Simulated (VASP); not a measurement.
A run of VASP 6.6.1 is set up as follows.

File POSCAR:

```
LiF
1.0
    2.5162584446      0.0000000000      0.0000000000
    0.0000000000      2.5162584446      0.0000000000
    0.0000000000      0.0000000000      2.5162584446
Li F
1 1
Direct
    0.0000000000      0.0000000000      0.0000000000
    0.5000000000      0.5000000000      0.5000000000
```

Contents of INCAR.step1:

```
SYSTEM = LiF
  ALGO = Normal
  EDIFF = 1E-4
  ENCUT = 520
  GGA = PE
  ISMEAR = 0
  LASPH = .True.
  LCHARG = .False.
  LREAL = .False.
  LWAVE = .True.
  NBANDS = 12
  NELM = 80
  PREC = Accurate
  SIGMA = 0.01
```

INCAR.step2

```
SYSTEM = LiF
  ALGO = Normal
  EDIFF = 1E-6
  ENCUT = 520
  ISIF = 2
  ISMEAR = 0
  ISTART = 1
  LASPH = .True.
  LCHARG = .False.
  LMIXTAU = .True.
  LREAL = .False.
  LWAVE = .False.
  METAGGA = R2SCAN
  NBANDS = 12
  NELM = 80
  PREC = Accurate
  SIGMA = 0.01
```

The input KPOINTS:

```
k-points
0
Gamma
  6 6 6
  0 0 0
```

Potentials or basis: VASP PAW PBE potentials, release 64 (Li_sv, F).

Command:

```sh
$ cat potpaw_PBE.64/Li_sv/POTCAR potpaw_PBE.64/F/POTCAR > POTCAR
$ cp INCAR.step1 INCAR
$ mpirun -np 1 vasp_std > vasp.out
$ cp INCAR.step2 INCAR
$ mpirun -np 1 vasp_std > vasp.out
```

(1) What does it give for the band gap on the k mesh?

Results:

(1) 9.12 eV, indirect (least direct gap 9.86 eV).
